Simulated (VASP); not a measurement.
# TaTi5N6 (P4/mmm) in VASP: single point with PBE

Aim: the single point of TaTi5N6 with PBE.

Program: VASP 6.6.1. These are calculated values, not measurements. Logs are shortened: lines on timing, memory, paths and dates and some standing lists are left out, and cuts for length are marked.

**1. The cell of the first run**

Symmetry: P4/mmm, No. 123, tetragonal system. The conventional cell has a = 3.032 Å, b = 3.032 Å, c = 12.812 Å, α = 90.00°, β = 90.00°, γ = 90.00°. Within 2.8 Å of Ti (site symmetry 4/mmm) lie 6 N at 2.11 to 2.14 Å. Ti (site symmetry 4mm) has 6 N at 2.12 to 2.14 Å within 2.8 Å. Within 2.8 Å of Ti (site symmetry 4mm) lie 6 N at 2.08 to 2.22 Å. Within 2.8 Å of Ta (site symmetry 4/mmm) lie 6 N at 2.14 to 2.17 Å. Within 2.8 Å of N (site symmetry 4mm) lie 6 Ti at 2.08 to 2.14 Å. N (site symmetry 4mm) has 5 Ti at 2.12 to 2.14 Å and 1 Ta at 2.17 Å within 2.8 Å. Within 2.8 Å of N (site symmetry 4/mmm) lie 4 Ta at 2.14 Å and 2 Ti at 2.22 Å. N (site symmetry 4/mmm) has 6 Ti at 2.12 to 2.14 Å within 2.8 Å.

**2. Single point, PBE, collinear spin**

Contents of INCAR:

```
SYSTEM = TaTi5N6
PREC     = Accurate       ! precision mode
ENCUT    = 520            ! plane-wave cutoff, eV
EDIFF    = 1E-7           ! SCF threshold, eV
ISMEAR   = 0              ! smearing method
SIGMA    = 0.1            ! smearing width, eV
LREAL    = .False.        ! projectors in reciprocal space
LASPH    = .True.         ! aspherical terms in the spheres
NELM     = 150            ! most SCF steps
ALGO     = Normal         ! electronic algorithm
ISIF     = 2              ! what is computed and relaxed
LWAVE    = .False.        ! write WAVECAR
LCHARG   = .True.         ! write CHGCAR
ISPIN    = 2              ! spin polarisation
MAGMOM   = 1 1 1 1 1 1 0 0 0 0 0 0 ! initial moments
LORBIT   = 11             ! projections on sites
LMAXMIX  = 4              ! l up to which the mixer works
GGA      = PE             ! functional
LELF     = .True.         ! ELF
LVHAR    = .True.       
NBANDS   = 66             ! bands
```

Contents of KPOINTS:

```
regular mesh
0
Gamma
  6 6 2
  0 0 0
```

Contents of POSCAR:

```
TaTi5N6
1.0
    3.0317798000      0.0000000000      0.0000000000
    0.0000000000      3.0317798000      0.0000000000
    0.0000000000      0.0000000000     12.8123042000
Ti Ta N
5 1 6
Direct
    0.0000000000      0.0000000000      0.0000000000
    0.5000000000      0.5000000000      0.1650960000
    0.0000000000      0.0000000000      0.3269490000
    0.0000000000      0.0000000000      0.6730510000
    0.5000000000      0.5000000000      0.8349040000
    0.5000000000      0.5000000000      0.5000000000
    0.0000000000      0.0000000000      0.1644560000
    0.5000000000      0.5000000000      0.3304830000
    0.0000000000      0.0000000000      0.5000000000
    0.5000000000      0.5000000000      0.6695170000
    0.0000000000      0.0000000000      0.8355440000
    0.5000000000      0.5000000000      0.0000000000
```

Potentials or basis: VASP PAW PBE potentials, release 64 (Ti_sv, Ta_pv, N).

Started as:

```console
> cat potpaw_PBE.64/Ti_sv/POTCAR potpaw_PBE.64/Ta_pv/POTCAR potpaw_PBE.64/N/POTCAR > POTCAR
> mpirun -np 1 vasp_std > vasp.out
```

OUTCAR:

```text
SYSTEM = TaTi5N6
   PREC = Accurate
   ENCUT = 520
   EDIFF = 1E-7
   ISMEAR = 0
   LREAL = .False.
   LASPH = .True.
   NELM = 150
   ISIF = 2
   ISPIN = 2
   LORBIT = 11
   GGA = PE

 ion  position               nearest neighbor table
   1  0.000  0.000  0.000-   7 2.11  11 2.11  12 2.14  12 2.14  12 2.14  12 2.14
   2  0.500  0.500  0.165-  12 2.12   8 2.12   7 2.14   7 2.14   7 2.14   7 2.14
   3  0.000  0.000  0.327-   7 2.08   8 2.14   8 2.14   8 2.14   8 2.14   9 2.22   6 3.08   6 3.08
                             6 3.08   6 3.08
   4  0.000  0.000  0.673-  11 2.08  10 2.14  10 2.14  10 2.14  10 2.14   9 2.22   6 3.08   6 3.08
                             6 3.08   6 3.08
   5  0.500  0.500  0.835-  12 2.12  10 2.12  11 2.14  11 2.14  11 2.14  11 2.14
   6  0.500  0.500  0.500-   9 2.14   9 2.14   9 2.14   9 2.14  10 2.17   8 2.17   4 3.08   4 3.08
                             3 3.08   4 3.08   3 3.08   3 3.08   4 3.08   3 3.08
   7  0.000  0.000  0.164-   3 2.08   1 2.11   2 2.14   2 2.14   2 2.14   2 2.14
   8  0.500  0.500  0.330-   2 2.12   3 2.14   3 2.14   3 2.14   3 2.14   6 2.17
   9  0.000  0.000  0.500-   6 2.14   6 2.14   6 2.14   6 2.14   3 2.22   4 2.22
  10  0.500  0.500  0.670-   5 2.12   4 2.14   4 2.14   4 2.14   4 2.14   6 2.17
  11  0.000  0.000  0.836-   4 2.08   1 2.11   5 2.14   5 2.14   5 2.14   5 2.14
  12  0.500  0.500  0.000-   2 2.12   5 2.12   1 2.14   1 2.14   1 2.14   1 2.14

  LATTYP: Found a simple tetragonal cell.
 ALAT       =     3.0317798000
 C/A-ratio  =     4.2260009121

  Lattice vectors:

 A1 = (   3.0317798000,   0.0000000000,   0.0000000000)
 A2 = (   0.0000000000,   3.0317798000,   0.0000000000)
 A3 = (   0.0000000000,   0.0000000000,  12.8123042000)

Analysis of symmetry for initial positions (statically):
=====================================================================
 Subroutine PRICEL returns:
 Original cell was already a primitive cell.

 Routine SETGRP: Setting up the symmetry group for a
 simple tetragonal supercell.

 Subroutine GETGRP returns: Found 16 space group operations
 (whereof 16 operations were pure point group operations)
 out of a pool of 16 trial point group operations.

The static configuration has the point symmetry D_4h.

Analysis of symmetry for dynamics (positions and initial velocities):
=====================================================================
 Subroutine PRICEL returns:
 Original cell was already a primitive cell.

 Routine SETGRP: Setting up the symmetry group for a
 simple tetragonal supercell.

 Subroutine GETGRP returns: Found 16 space group operations
 (whereof 16 operations were pure point group operations)
 out of a pool of 16 trial point group operations.

The dynamic configuration has the point symmetry D_4h.

Analysis of structural, dynamic, and magnetic symmetry:
=====================================================================
 Subroutine PRICEL returns:
 Original cell was already a primitive cell.

 Routine SETGRP: Setting up the symmetry group for a
 simple tetragonal supercell.

 Subroutine GETGRP returns: Found 16 space group operations
 (whereof 16 operations were pure point group operations)
 out of a pool of 16 trial point group operations.

The overall configuration has the point symmetry D_4h.

 Subroutine INISYM returns: Found 16 space group operations
 (whereof 16 operations are pure point group operations),
 and found     1 'primitive' translations

----------------------------------------------------------------------------------------

                                     Primitive cell

  volume of cell :     117.7667

  direct lattice vectors                    reciprocal lattice vectors
     3.031779800  0.000000000  0.000000000     0.329839258  0.000000000  0.000000000
     0.000000000  3.031779800  0.000000000     0.000000000  0.329839258  0.000000000
     0.000000000  0.000000000 12.812304200     0.000000000  0.000000000  0.078049973

  length of vectors
     3.031779800  3.031779800 12.812304200     0.329839258  0.329839258  0.078049973

  position of ions in fractional coordinates (direct lattice)
     0.000000000  0.000000000  0.000000000
     0.500000000  0.500000000  0.165096000
     0.000000000  0.000000000  0.326949000
     0.000000000  0.000000000  0.673051000
     0.500000000  0.500000000  0.834904000
     0.500000000  0.500000000  0.500000000
     0.000000000  0.000000000  0.164456000
     0.500000000  0.500000000  0.330483000
     0.000000000  0.000000000  0.500000000
     0.500000000  0.500000000  0.669517000
     0.000000000  0.000000000  0.835544000
     0.500000000  0.500000000  0.000000000

[... 64 lines left out ...]
   number of dos      NEDOS =    301   number of ions     NIONS =     12
   total plane-waves  NPLWV =  55296
   dimension x,y,z NGX =    24 NGY =   24 NGZ =   96
   dimension x,y,z NGXF=    48 NGYF=   48 NGZF=  192
   ions per type =               5   1   6
   NGX,Y,Z   is equivalent  to a cutoff of  13.16, 13.16, 12.46 a.u.
   NGXF,Y,Z  is equivalent  to a cutoff of  26.32, 26.32, 24.91 a.u.
 SYSTEM =  TaTi5N6
   PREC   = accura    normal or accurate (medium, high low for compatibility)
   ISTART =      0    job   : 0-new  1-cont  2-samecut
   ICHARG =      2    charge: 1-file 2-atom 10-const
   ISPIN  =      2    spin polarized calculation?
   LNONCOLLINEAR =      F non collinear calculations
   LSORBIT =      F    spin-orbit coupling
   LASPH  =      T    aspherical Exc in radial PAW
   ENCUT  =  520.0 eV  38.22 Ry    6.18 a.u.   5.64  5.64 23.82*2*pi/ulx,y,z
   NELM   =    150;   NELMIN=  2; NELMDL= -5     # of ELM steps
   EDIFF  = 0.1E-06   stopping-criterion for ELM
   LREAL  =      F    real-space projection
   EDIFFG = 0.1E-05   stopping-criterion for IOM
   NSW    =      0    number of steps for IOM
   IBRION =     -1    ionic relax: 0-MD 1-quasi-New 2-CG
   NFREE  =      0    steps in history (QN), initial steepest desc. (CG)
   ISIF   =      2    stress and relaxation
   ISYM   =      2    0-nonsym 1-usesym 2-fastsym
   POTIM  = 0.5000    time-step for ionic-motion
   TEBEG  =    0.0;   TEEND  =   0.0 temperature during run
   PSTRESS=    0.0 pullay stress
   NELECT =     101.0000    total number of electrons
   NUPDOWN=      -1.0000    fix difference up-down
   EMIN   =  10.00;   EMAX   =-10.00  energy-range for DOS
   EFERMI =   0.00;   METHOD = LEGACY
   ISMEAR =     0;   SIGMA  =   0.10  broadening in eV -4-tet -1-fermi 0-gaus
   EFERMI_NEDOS =   21; number of points for ismear=-14 and -15
   IALGO  =     38    algorithm
   IMIX   =      4    mixing-type and parameters
     AMIX     =   0.40;   BMIX     =  1.00
     AMIX_MAG =   1.60;   BMIX_MAG =  1.00
  volume/ion in A,a.u.               =       9.81        66.23
  Fermi-wavevector in a.u.,A,eV,Ry     =   1.555396  2.939273 32.916005  2.419258
  Thomas-Fermi vector in A             =   2.659344
   LORBIT       =     11    0 simple, 1 ext, 2 COOP (PROOUT), +10 PAW based schemes
   GGA     = PE    functional components
   LHFCALC =     F    Hartree Fock is set to
   AEXX    =    0.0000 exact exchange contribution
   IVDW    =     0    specifies the selected vdW correction
   LEPSILON=     F    determine dielectric tensor
   LRPA    =     F    only Hartree local field effects (RPA)
 spin polarized calculation
 Gauss-broadening in eV      SIGMA  =   0.10
  energy-cutoff  :      520.00
  volume of cell :      117.77
 maximum number of plane-waves:      3208
 NGX is ok and might be reduce to    24
   NGX = 11   NGY = 11   NGZ = 47

 number of electron     101.0000015 magnetization       0.0000621

 Free energy of the ion-electron system (eV)
  ---------------------------------------------------
  ext. energy  EPLUGINS =         0.00000000
  ---------------------------------------------------
  free energy    TOTEN  =      -120.17542119 eV

  energy without entropy =     -120.14844663  energy(sigma->0) =     -120.16193391

 E-fermi :  10.9483     XC(G=0): -13.0384

 val. band max:       10.9450556205   @ k =   0.1667   0.0000   0.5000
 cond. band min:      10.9581467492   @ k =   0.1667   0.1667   0.5000
 fundamental gap:      0.0130911287
 Fermi energy:        10.9482746814

 spin component 1

 k-point     1 :       0.0000    0.0000    0.0000
  band No.  band energies     occupation
      1     -46.8906      1.00000
      2     -46.8528      1.00000
      3     -46.8379      1.00000
      4     -46.7826      1.00000
      5     -46.7691      1.00000
      6     -25.0592      1.00000
[... 1289 lines left out ...]
     61      13.2430      0.00000
     62      13.2611      0.00000
 Fermi energy:        10.9482746814

 spin component 2

 k-point     1 :       0.0000    0.0000    0.0000
  band No.  band energies     occupation
      1     -46.8907      1.00000
      2     -46.8528      1.00000
      3     -46.8379      1.00000
      4     -46.7826      1.00000
      5     -46.7692      1.00000
      6     -25.0591      1.00000
[... 1289 lines left out ...]
     61      13.2610      0.00000
     62      13.2611      0.00000
 [bands above 62 left out]

------------------------ aborting loop because EDIFF is reached ----------------------------------------

  FORCE on cell =-STRESS in cart. coord.  units (eV):
  Direction    XX          YY          ZZ          XY          YZ          ZX
  --------------------------------------------------------------------------------------
  -------------------------------------------------------------------------------------
  Total        0.2003206      0.2003206      0.6575781      0.0000000      0.0000000     -0.0000000
  in kB        2.7252963      2.7252963      8.9461335      0.0000000      0.0000000     -0.0000000
  external PRESSURE =       4.7989087 kB  Pullay stress =       0.0000000 kB

 VOLUME and BASIS-vectors are now :
 -----------------------------------------------------------------------------
  energy-cutoff  :      520.00
  volume of cell :      117.77
      direct lattice vectors                 reciprocal lattice vectors
     3.031779800  0.000000000  0.000000000     0.329839258  0.000000000  0.000000000
     0.000000000  3.031779800  0.000000000     0.000000000  0.329839258  0.000000000
     0.000000000  0.000000000 12.812304200     0.000000000  0.000000000  0.078049973

 POSITION                                       TOTAL-FORCE (eV/Angst)
 -----------------------------------------------------------------------------------
      0.00000      0.00000      0.00000         0.000000      0.000000      0.000000
      1.51589      1.51589      2.11526         0.000000     -0.000000     -0.031061
      0.00000      0.00000      4.18897         0.000000      0.000000     -0.020274
      0.00000      0.00000      8.62333         0.000000      0.000000      0.020274
      1.51589      1.51589     10.69704        -0.000000      0.000000      0.031061
      1.51589      1.51589      6.40615         0.000000      0.000000      0.000000
      0.00000      0.00000      2.10706         0.000000      0.000000      0.026331
      1.51589      1.51589      4.23425         0.000000      0.000000     -0.072852
      0.00000      0.00000      6.40615         0.000000      0.000000      0.000000
      1.51589      1.51589      8.57806         0.000000      0.000000      0.072852
      0.00000      0.00000     10.70524         0.000000      0.000000     -0.026331
      1.51589      1.51589      0.00000         0.000000      0.000000      0.000000
 -----------------------------------------------------------------------------------
    total drift:                                0.000000     -0.000000      0.000000

  FREE ENERGIE OF THE ION-ELECTRON SYSTEM (eV)
  ---------------------------------------------------
  free  energy   TOTEN  =      -120.1754211884 eV

  energy  without entropy=     -120.1484466313  energy(sigma->0) =     -120.16193391

 total charge

# of ion       s       p       d       tot
------------------------------------------
    1        2.180   6.220   1.946  10.346
    2        2.178   6.217   1.959  10.353
    3        2.174   6.207   1.992  10.373
    4        2.174   6.207   1.992  10.373
    5        2.178   6.217   1.959  10.353
    6        0.298   6.269   2.412   8.979
    7        1.245   2.503   0.000   3.747
    8        1.242   2.508   0.000   3.749
    9        1.236   2.555   0.000   3.792
   10        1.242   2.508   0.000   3.749
   11        1.245   2.503   0.000   3.747
   12        1.244   2.498   0.000   3.743
--------------------------------------------------
tot         18.635  52.411  12.259  83.305

 magnetization (x)

# of ion       s       p       d       tot
------------------------------------------
    1       -0.000  -0.000  -0.000  -0.000
    2       -0.000  -0.000  -0.000  -0.000
    3        0.000   0.000   0.000   0.000
    4        0.000   0.000   0.000   0.000
    5       -0.000  -0.000  -0.000  -0.000
    6        0.000   0.000   0.000   0.000
    7        0.000   0.000   0.000   0.000
    8       -0.000  -0.000   0.000  -0.000
    9       -0.000  -0.000   0.000  -0.000
   10       -0.000  -0.000   0.000  -0.000
   11        0.000   0.000   0.000   0.000
   12        0.000   0.000   0.000   0.000
--------------------------------------------------
tot          0.000   0.000   0.000   0.000
```

Wall time 6.6 min (1 thread of Intel Xeon Platinum 8488C (Sapphire Rapids), shared host); peak memory 0.4 GiB.

Results:

| Quantity | Value |
| --- | --- |
| Free energy | -120.1754 eV |
| Pressure | 0.5 GPa |
| Largest force | 0.073 eV/Å |
| Net moment | 0.00 μB per cell |
| Valence electrons inside the program's atomic spheres | Ti 10.35, 10.37 (each value once); Ta 8.98; N 3.75, 3.79, 3.74 (each value once) |

Forces on the atoms (eV/Å):
```
Ti   0.000  0.000  0.000
Ti   0.000  0.000 -0.031
Ti   0.000  0.000 -0.020
Ti   0.000  0.000  0.020
Ti   0.000  0.000  0.031
Ta   0.000  0.000  0.000
N    0.000  0.000  0.026
N    0.000  0.000 -0.073
N    0.000  0.000  0.000
N    0.000  0.000  0.073
N    0.000  0.000 -0.026
N    0.000  0.000  0.000
```

Levels at points of the mesh, in eV from the Fermi level:
Spin up:
```csv
k point,band 49,band 50,band 51,band 52,band 53,band 54
"(0.00, 0.00, 0.00)",-2.26,-2.26,-1.66,-1.24,-0.75,-0.75
"(0.50, 0.00, 0.00)",0.96,1.36,1.42,1.43,1.46,1.49
"(0.50, 0.50, 0.00)",-3.28,-0.62,-0.62,-0.47,-0.47,1.61
"(0.00, 0.00, 0.50)",-2.55,-2.31,-1.95,-1.00,-0.69,-0.17
"(0.50, 0.00, 0.50)",1.03,1.13,1.21,1.23,1.23,1.28
"(0.50, 0.50, 0.50)",-2.08,-2.00,-2.00,0.86,0.86,0.87
```
Spin down:
```csv
k point,band 48,band 49,band 50,band 51,band 52,band 53,band 54,band 55
"(0.00, 0.00, 0.00)",-2.30,-2.26,-2.26,-1.66,-1.24,-0.75,-0.75,-0.60
"(0.50, 0.00, 0.00)",0.84,0.96,1.36,1.42,1.43,1.46,1.49,1.52
"(0.50, 0.50, 0.00)",-3.29,-3.28,-0.62,-0.62,-0.47,-0.47,1.61,1.74
"(0.00, 0.00, 0.50)",-2.55,-2.55,-2.31,-1.95,-1.00,-0.69,-0.17,-0.17
"(0.50, 0.00, 0.50)",1.03,1.03,1.13,1.21,1.23,1.23,1.28,1.38
"(0.50, 0.50, 0.50)",-2.08,-2.08,-2.00,-2.00,0.86,0.86,0.87,0.87
```

Caveat: spin-orbit coupling is left out, which moves the levels of the heavy elements.
